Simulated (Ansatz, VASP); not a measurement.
**W: VASP beside Ansatz**

The input POSCAR:

```
W
1.0
   -1.5174350000      1.5174350000      1.5973000000
    1.5174350000     -1.5174350000      1.5973000000
    1.5174350000      1.5174350000     -1.5973000000
W
1
Direct
    0.0000000000      0.0000000000      0.0000000000
```

Contents of INCAR.step1:

```
SYSTEM = W
PREC     = Accurate       ! precision mode
ENCUT    = 520            ! plane-wave cutoff, eV
ISMEAR   = 0              ! smearing method
SIGMA    = 0.15           ! smearing width, eV
LREAL    = .False.        ! projectors in reciprocal space
LASPH    = .True.         ! aspherical terms in the spheres
NELM     = 80             ! most SCF steps
NBANDS   = 13             ! bands
GGA      = PE             ! functional
ALGO     = Normal         ! electronic algorithm
EDIFF    = 1E-4           ! SCF threshold, eV
LWAVE    = .True.         ! write WAVECAR
LCHARG   = .False.        ! write CHGCAR
```

Contents of INCAR.step2:

```
SYSTEM = W
PREC     = Accurate       ! precision mode
ENCUT    = 520            ! plane-wave cutoff, eV
EDIFF    = 1E-6           ! SCF threshold, eV
ISMEAR   = 0              ! smearing method
SIGMA    = 0.15           ! smearing width, eV
LREAL    = .False.        ! projectors in reciprocal space
LASPH    = .True.         ! aspherical terms in the spheres
NELM     = 80             ! most SCF steps
ALGO     = Normal         ! electronic algorithm
ISIF     = 2              ! what is computed and relaxed
LWAVE    = .False.        ! write WAVECAR
LCHARG   = .False.        ! write CHGCAR
METAGGA  = R2SCAN         ! meta-GGA
LMIXTAU  = .True.       
NBANDS   = 13             ! bands
ISTART   = 1
```

The input KPOINTS:

```
Automatic mesh
0
Gamma
  20 20 20
  0 0 0
```

Input for Ansatz:

```yaml
crystal:
  lattice:
    - [-1.517435, 1.517435, 1.5973]
    - [1.517435, -1.517435, 1.5973]
    - [1.517435, 1.517435, -1.5973]
  atoms:
    - { symbol: W, position: [0.0, 0.0, 0.0] }
basis:
  ecutwfc: 500
kpoints:
  mp_grid: { grid: [20, 20, 20] }
hamiltonian:
  xc: r2scan
scf:
  occupations: { method: gaussian, width: 0.15 }
output:
  forces: true
  stress: true
  eigenvalues: true
```

Change from the starting cell: strain -0.050 along x and y, +0.000 along z, atoms carried along.

Alike in both runs: task single point; functional r2SCAN; k mesh 20 × 20 × 20; occupations gaussian, width 0.15 eV; no spin polarisation.

|  | VASP | Ansatz |
| --- | --- | --- |
| version | VASP 6.6.1 | Ansatz 0.2.0 |
| potentials or method | VASP PAW PBE potentials, release 64 (W_sv), cutoff 520 eV | scalar-relativistic, plane waves, PAW |
| valence electrons in the cell | 14 | 14 |

```csv
,VASP,Ansatz,Ansatz less VASP
gap on the k mesh at the Fermi level (eV),none,none,-
pressure (GPa),31.5,29.7,-1.75
"traceless stress, the component that is largest in VASP (GPa)",-13.89,-13.91,-0.016
```

VASP's potentials were made for PBE, not for r2SCAN. A gap of «none» marks a metal or a gap that the smearing closes. Both programs put the cell under a high pressure, so it lies far from rest at this level. With one functional, cell and mesh, what is left measures potentials, basis and numerics.

Spin-orbit coupling is off throughout.
